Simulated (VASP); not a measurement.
# Ti (P6_3/mmc) in VASP: further runs

Ti is run at these levels: PBEsol; tasks: single point, relaxation of volume and atoms at fixed shape.

Program: VASP 6.6.1. These are calculated values, not measurements. Logs are shortened: lines on timing, memory, paths and dates and some standing lists are left out, and cuts for length are marked.

## (1) The cell of the first run

The structure is hexagonal, space group P6_3/mmc (No. 194). The conventional cell has a = 2.899 Å, b = 2.899 Å, c = 4.599 Å, α = 90.00°, β = 90.00°, γ = 120.00°. Ti (site symmetry -6m2) has 12 Ti at 2.84 to 2.90 Å within 3.7 Å.

## (2) Single point, PBEsol

INCAR

```
SYSTEM = Ti
PREC = Accurate ; ENCUT = 520
EDIFF = 1E-7 ; ISMEAR = -1
SIGMA = 0.05 ; LREAL = .FALSE.
LASPH = .TRUE. ; NELM = 80
ALGO = Normal ; ISIF = 2
LWAVE = .FALSE. ; LCHARG = .TRUE.
GGA = PS ; LELF = .TRUE.
LVHAR = .TRUE. ; NBANDS = 19
```

KPOINTS

```
regular mesh
0
G
  10 10 6
  0 0 0
```

POSCAR

```
Ti
1.0
    2.8989466626      0.0000000000      0.0000000000
   -1.4494733313      2.5105614541      0.0000000000
    0.0000000000      0.0000000000      4.5990069099
Ti
2
Direct
    0.3333333333      0.6666666667      0.2500000000
    0.6666666667      0.3333333333      0.7500000000
```

Potentials or basis: VASP PAW PBE potentials, release 64 (Ti_sv).

On the command line:

```console
$ cat potpaw_PBE.64/Ti_sv/POTCAR > POTCAR
$ mpirun -np 1 vasp_std > vasp.out
```

OUTCAR:

```text
SYSTEM = Ti
   PREC = Accurate
   ENCUT = 520
   EDIFF = 1E-7
   ISMEAR = -1
   LREAL = .FALSE.
   LASPH = .TRUE.
   NELM = 80
   ISIF = 2
   GGA = PS

 ion  position               nearest neighbor table
   1  0.333  0.667  0.250-   2 2.84   2 2.84   2 2.84   2 2.84   2 2.84   2 2.84
   2  0.667  0.333  0.750-   1 2.84   1 2.84   1 2.84   1 2.84   1 2.84   1 2.84

  LATTYP: Found a hexagonal cell.
 ALAT       =     2.8989466626
 C/A-ratio  =     1.5864406783

  Lattice vectors:

 A1 = (   2.8989466626,   0.0000000000,   0.0000000000)
 A2 = (  -1.4494733313,   2.5105614541,   0.0000000000)
 A3 = (   0.0000000000,   0.0000000000,   4.5990069099)

Analysis of symmetry for initial positions (statically):
=====================================================================
 Subroutine PRICEL returns:
 Original cell was already a primitive cell.

 Routine SETGRP: Setting up the symmetry group for a
 hexagonal supercell.

 Subroutine GETGRP returns: Found 24 space group operations
 (whereof 12 operations were pure point group operations)
 out of a pool of 24 trial point group operations.

The static configuration has the point symmetry D_3d.
 The point group associated with its full space group is D_6h.

Analysis of symmetry for dynamics (positions and initial velocities):
=====================================================================
 Subroutine PRICEL returns:
 Original cell was already a primitive cell.

 Routine SETGRP: Setting up the symmetry group for a
 hexagonal supercell.

 Subroutine GETGRP returns: Found 24 space group operations
 (whereof 12 operations were pure point group operations)
 out of a pool of 24 trial point group operations.

The dynamic configuration has the point symmetry D_3d.
 The point group associated with its full space group is D_6h.

 Subroutine INISYM returns: Found 24 space group operations
 (whereof 12 operations are pure point group operations),
 and found     1 'primitive' translations

----------------------------------------------------------------------------------------

                                     Primitive cell

  volume of cell :      33.4715

  direct lattice vectors                    reciprocal lattice vectors
     2.898946663  0.000000000  0.000000000     0.344952880  0.199158638  0.000000000
    -1.449473331  2.510561454  0.000000000     0.000000000  0.398317276  0.000000000
     0.000000000  0.000000000  4.599006910     0.000000000  0.000000000  0.217438247

  length of vectors
     2.898946663  2.898946663  4.599006910     0.398317276  0.398317276  0.217438247

  position of ions in fractional coordinates (direct lattice)
     0.333333333  0.666666667  0.250000000
     0.666666667  0.333333333  0.750000000

  ion indices of the primitive-cell ions
   primitive index   ion index
                 1           1
                 2           2

----------------------------------------------------------------------------------------

 KPOINTS: regular mesh

Automatic generation of k-mesh.
 Grid dimensions read from file:
 generate k-points for:   10   10    6

 Generating k-lattice:

  Cartesian coordinates                     Fractional coordinates (reciprocal lattice)
     0.034495288  0.019915864  0.000000000     0.100000000  0.000000000  0.000000000
     0.000000000  0.039831728  0.000000000     0.000000000  0.100000000  0.000000000
     0.000000000  0.000000000  0.036239708     0.000000000  0.000000000  0.166666667

  Length of vectors
     0.039831728  0.039831728  0.036239708

  Shift w.r.t. Gamma in fractional coordinates (k-lattice)
     0.000000000  0.000000000  0.000000000

 Subroutine IBZKPT returns following result:
 ===========================================

 Found     56 irreducible k-points:

 Following reciprocal coordinates:
            Coordinates               Weight
  0.000000  0.000000  0.000000      1.000000
  0.100000  0.000000  0.000000      6.000000
  0.200000  0.000000  0.000000      6.000000
  0.300000  0.000000  0.000000      6.000000
  0.400000  0.000000  0.000000      6.000000
  0.500000  0.000000  0.000000      3.000000
[... 16 lines left out ...]
  0.300000  0.100000  0.166667     24.000000
  0.400000  0.100000  0.166667     24.000000
 [... further k-points ...]
   k-points           NKPTS =     56   k-points in BZ     NKDIM =     56   number of bands    NBANDS=     19
   number of dos      NEDOS =    301   number of ions     NIONS =      2
   total plane-waves  NPLWV =  20736
   dimension x,y,z NGX =    24 NGY =   24 NGZ =   36
   dimension x,y,z NGXF=    48 NGYF=   48 NGZF=   72
   ions per type =               2
   NGX,Y,Z   is equivalent  to a cutoff of  13.76, 13.76, 13.01 a.u.
   NGXF,Y,Z  is equivalent  to a cutoff of  27.53, 27.53, 26.03 a.u.
 SYSTEM =  Ti
   PREC   = accura    normal or accurate (medium, high low for compatibility)
   ISTART =      0    job   : 0-new  1-cont  2-samecut
   ICHARG =      2    charge: 1-file 2-atom 10-const
   ISPIN  =      1    spin polarized calculation?
   LNONCOLLINEAR =      F non collinear calculations
   LSORBIT =      F    spin-orbit coupling
   LASPH  =      T    aspherical Exc in radial PAW
   ENCUT  =  520.0 eV  38.22 Ry    6.18 a.u.   5.39  5.39  8.55*2*pi/ulx,y,z
   NELM   =     80;   NELMIN=  2; NELMDL= -5     # of ELM steps
   EDIFF  = 0.1E-06   stopping-criterion for ELM
   LREAL  =      F    real-space projection
   EDIFFG = 0.1E-05   stopping-criterion for IOM
   NSW    =      0    number of steps for IOM
   IBRION =     -1    ionic relax: 0-MD 1-quasi-New 2-CG
   NFREE  =      0    steps in history (QN), initial steepest desc. (CG)
   ISIF   =      2    stress and relaxation
   ISYM   =      2    0-nonsym 1-usesym 2-fastsym
   POTIM  = 0.5000    time-step for ionic-motion
   TEBEG  =    0.0;   TEEND  =   0.0 temperature during run
   PSTRESS=    0.0 pullay stress
   NELECT =      24.0000    total number of electrons
   NUPDOWN=      -1.0000    fix difference up-down
   EMIN   =  10.00;   EMAX   =-10.00  energy-range for DOS
   EFERMI =   0.00;   METHOD = LEGACY
   ISMEAR =    -1;   SIGMA  =   0.05  broadening in eV -4-tet -1-fermi 0-gaus
   EFERMI_NEDOS =   21; number of points for ismear=-14 and -15
   IALGO  =     38    algorithm
   IMIX   =      4    mixing-type and parameters
     AMIX     =   0.40;   BMIX     =  1.00
     AMIX_MAG =   1.60;   BMIX_MAG =  1.00
  volume/ion in A,a.u.               =      16.74       112.94
  Fermi-wavevector in a.u.,A,eV,Ry     =   1.465279  2.768975 29.212270  2.147041
  Thomas-Fermi vector in A             =   2.581154
   LORBIT       =      0    0 simple, 1 ext, 2 COOP (PROOUT), +10 PAW based schemes
   GGA     = PS    functional components
   LHFCALC =     F    Hartree Fock is set to
   AEXX    =    0.0000 exact exchange contribution
   IVDW    =     0    specifies the selected vdW correction
   LEPSILON=     F    determine dielectric tensor
   LRPA    =     F    only Hartree local field effects (RPA)
 non-spin polarized calculation
  energy-cutoff  :      520.00
  volume of cell :       33.47
 maximum number of plane-waves:       929
 NGX is ok and might be reduce to    24
   NGX = 11   NGY = 11   NGZ = 17

 number of electron      23.9999999 magnetization

 Free energy of the ion-electron system (eV)
  ---------------------------------------------------
  ext. energy  EPLUGINS =         0.00000000
  ---------------------------------------------------
  free energy    TOTEN  =       -16.68499348 eV

  energy without entropy =      -16.66547914  energy(sigma->0) =      -16.67523631

 E-fermi :   8.5959     XC(G=0): -11.8138

 val. band max:        8.5834187649   @ k =   0.3000   0.2000   0.5000
 cond. band min:       8.6066108225   @ k =   0.1000   0.0000   0.1667
 fundamental gap:      0.0231920576
 Fermi energy:         8.5959472392

 k-point     1 :       0.0000    0.0000    0.0000
  band No.  band energies     occupation
      1     -47.9599      2.00000
      2     -47.7986      2.00000
      3     -24.6972      2.00000
      4     -23.9648      2.00000
      5     -23.9648      2.00000
      6     -23.8898      2.00000
[... 11 lines left out ...]
     18      10.2977      0.00000
     19      11.9104      0.00000

 k-point     2 :       0.1000    0.0000    0.0000
  band No.  band energies     occupation
      1     -47.9483      2.00000
      2     -47.7940      2.00000
      3     -24.6723      2.00000
      4     -24.0161      2.00000
      5     -23.9818      2.00000
      6     -23.9048      2.00000
[... 11 lines left out ...]
     18      10.1384      0.00000
     19      11.9945      0.00000

 k-point     3 :       0.2000    0.0000    0.0000
  band No.  band energies     occupation
      1     -47.9171      2.00000
      2     -47.7828      2.00000
      3     -24.6025      2.00000
      4     -24.1515      2.00000
      5     -24.0398      2.00000
      6     -24.0243      2.00000
[... 11 lines left out ...]
     18      10.6258      0.00000
     19      12.1498      0.00000

 k-point     4 :       0.3000    0.0000    0.0000
  band No.  band energies     occupation
      1     -47.8756      2.00000
      2     -47.7716      2.00000
      3     -24.5029      2.00000
      4     -24.3208      2.00000
      5     -24.1991      2.00000
      6     -24.0743      2.00000
[... 11 lines left out ...]
     18      11.3370      0.00000
     19      12.2709      0.00000

 k-point     5 :       0.4000    0.0000    0.0000
  band No.  band energies     occupation
      1     -47.8375      2.00000
      2     -47.7669      2.00000
      3     -24.4581      2.00000
      4     -24.3997      2.00000
      5     -24.3230      2.00000
      6     -24.1134      2.00000
[... 11 lines left out ...]
     18      12.1265      0.00000
     19      12.3361      0.00000
[... 334 lines left out ...]
      2     -47.7957      2.00000
      3     -24.5867      2.00000
      4     -24.0818      2.00000
      5     -24.0682      2.00000
      6     -23.9980      2.00000
[... 11 lines left out ...]
     18      10.6370      0.00000
     19      12.0474      0.00000

 k-point    22 :       0.2000    0.1000    0.1667
  band No.  band energies     occupation
      1     -47.8828      2.00000
      2     -47.7828      2.00000
      3     -24.5261      2.00000
      4     -24.2234      2.00000
      5     -24.1817      2.00000
      6     -24.0535      2.00000
[... 11 lines left out ...]
     18      11.1943      0.00000
     19      12.1284      0.00000

 k-point    23 :       0.3000    0.1000    0.1667
  band No.  band energies     occupation
      1     -47.8446      2.00000
      2     -47.7731      2.00000
      3     -24.4925      2.00000
      4     -24.3487      2.00000
      5     -24.2682      2.00000
      6     -24.1093      2.00000
[... 11 lines left out ...]
     18      11.7914      0.00000
     19      12.3559      0.00000

 k-point    24 :       0.4000    0.1000    0.1667
  band No.  band energies     occupation
      1     -47.8168      2.00000
      2     -47.7711      2.00000
      3     -24.5301      2.00000
      4     -24.4011      2.00000
      5     -24.2751      2.00000
      6     -24.1346      2.00000
[... 11 lines left out ...]
     18      12.2097      0.00000
     19      12.9741      0.00000

 [... further k-points ...]

------------------------ aborting loop because EDIFF is reached ----------------------------------------

  FORCE on cell =-STRESS in cart. coord.  units (eV):
  Direction    XX          YY          ZZ          XY          YZ          ZX
  --------------------------------------------------------------------------------------
  -------------------------------------------------------------------------------------
  Total       -0.0347690     -0.0347690     -0.1579307      0.0000000     -0.0000000      0.0000000
  in kB       -1.6642827     -1.6642827     -7.5596537      0.0000000     -0.0000000      0.0000000
  external PRESSURE =      -3.6294064 kB  Pullay stress =       0.0000000 kB

 VOLUME and BASIS-vectors are now :
 -----------------------------------------------------------------------------
  energy-cutoff  :      520.00
  volume of cell :       33.47
      direct lattice vectors                 reciprocal lattice vectors
     2.898946663  0.000000000  0.000000000     0.344952880  0.199158638  0.000000000
    -1.449473331  2.510561454  0.000000000     0.000000000  0.398317276  0.000000000
     0.000000000  0.000000000  4.599006910     0.000000000  0.000000000  0.217438247

 POSITION                                       TOTAL-FORCE (eV/Angst)
 -----------------------------------------------------------------------------------
     -0.00000      1.67371      1.14975        -0.000000     -0.000000      0.000000
      1.44947      0.83685      3.44926         0.000000      0.000000      0.000000
 -----------------------------------------------------------------------------------
    total drift:                               -0.000000      0.000000     -0.000000

  FREE ENERGIE OF THE ION-ELECTRON SYSTEM (eV)
  ---------------------------------------------------
  free  energy   TOTEN  =       -16.6849934809 eV

  energy  without entropy=      -16.6654791357  energy(sigma->0) =      -16.67523631
```

Wall time 39 s (1 thread of AMD EPYC 7R43 (Zen 3), shared host); peak memory 0.13 GiB.

Results:

| Item | Value |
| --- | --- |
| Free energy | -16.6850 eV |
| Pressure | -0.4 GPa |
| Band gap on the k mesh | zero (band 12 reaches 9.40 eV, above the bottom of band 13 at 8.40 eV) |

Caveat: the PAW data sets were made with another functional, which shifts forces and pressure a little.

## (3) Relaxation of volume and atoms at fixed shape, PBEsol

This run uses another cell than the first one, of 17.64 Å³/atom, 1.054 times its volume.

INCAR

```
PREC = Accurate ; ENCUT = 600
EDIFF = 1E-7 ; ISMEAR = -1
SIGMA = 0.05 ; LREAL = F
LASPH = T ; NELM = 80
ALGO = Normal ; ISIF = 8
LWAVE = F ; LCHARG = F
GGA = PS ; IBRION = 2
NSW = 80 ; EDIFFG = -0.01
```

KPOINTS

```
regular mesh
0
Gamma
  10 10 6
```

POSCAR

```
Ti
1.0
    2.9500000000      0.0000000000      0.0000000000
   -1.4750000000      2.5547749400      0.0000000000
    0.0000000000      0.0000000000      4.6800000000
Ti
2
Direct
    0.3333333300      0.6666666700      0.2500000000
    0.6666666700      0.3333333300      0.7500000000
```

Potentials or basis: VASP PAW PBE potentials, release 64 (Ti_sv).

On the command line:

```console
$ cat potpaw_PBE.64/Ti_sv/POTCAR > POTCAR
$ mpirun -np 1 vasp_std > vasp.out
```

Run time: 100 s. Hardware: 1 thread of AMD EPYC 7R43 (Zen 3), shared host; peak memory 0.15 GiB.

The run converged. Its results:

* Free energy: -16.6855 eV
* Relaxed volume: 16.69 Å³/atom
* Relaxed cell: a = 2.896 Å, b = 2.896 Å, c = 4.595 Å, α = 90.00°, β = 90.00°, γ = 120.00°
* Space group after relaxing (to 0.05 Å): P6_3/mmc (No. 194)
* Energy gained by relaxing: 18.3 meV/atom
* Ionic steps: 3
* Pressure after relaxing: 0.0 GPa
* Band gap on the k mesh: zero (band 12 reaches 9.43 eV, above the bottom of band 13 at 8.44 eV)

Stress tensor (GPa, compression positive):
```
 0.17  0.00  0.00
 0.00  0.17  0.00
 0.00  0.00 -0.43
```

The path:
```csv
step,energy change (eV),largest force (eV/Å),pressure (GPa),volume (Å³)
1,0.0000,0.0000,-5.91,35.27
2,-0.0166,0.0000,5.02,32.05
3,-0.0366,0.0000,-0.03,33.37
```

Final structure:
```cif
data_structure
_symmetry_space_group_name_H-M 'P 1'
_symmetry_Int_Tables_number 1
_cell_length_a 2.8961
_cell_length_b 2.8961
_cell_length_c 4.5945
_cell_angle_alpha 90.000
_cell_angle_beta 90.000
_cell_angle_gamma 120.000
_cell_volume 33.37
loop_
_atom_site_label
_atom_site_type_symbol
_atom_site_fract_x
_atom_site_fract_y
_atom_site_fract_z
_atom_site_occupancy
Ti1 Ti 0.33333 0.66667 0.25000 1
Ti2 Ti 0.66667 0.33333 0.75000 1
```

Levels at points of the mesh, in eV from the Fermi level:
```csv
k point,band 9,band 10,band 11,band 12,band 13,band 14,band 15,band 16
"(0.00, 0.00, 0.00)",-6.29,-2.79,0.81,0.81,0.89,0.92,1.33,1.33
"(0.50, 0.00, 0.00)",-2.39,-2.27,-1.95,-0.56,0.49,0.66,1.24,3.55
"(0.00, 0.00, 0.50)",-4.38,-4.38,0.09,0.09,0.71,0.71,0.71,0.71
"(0.50, 0.00, 0.50)",-2.65,-2.65,-0.86,-0.86,1.46,1.46,1.82,1.82
```

Caveat: the PAW data sets were made with another functional, which shifts forces and pressure a little.
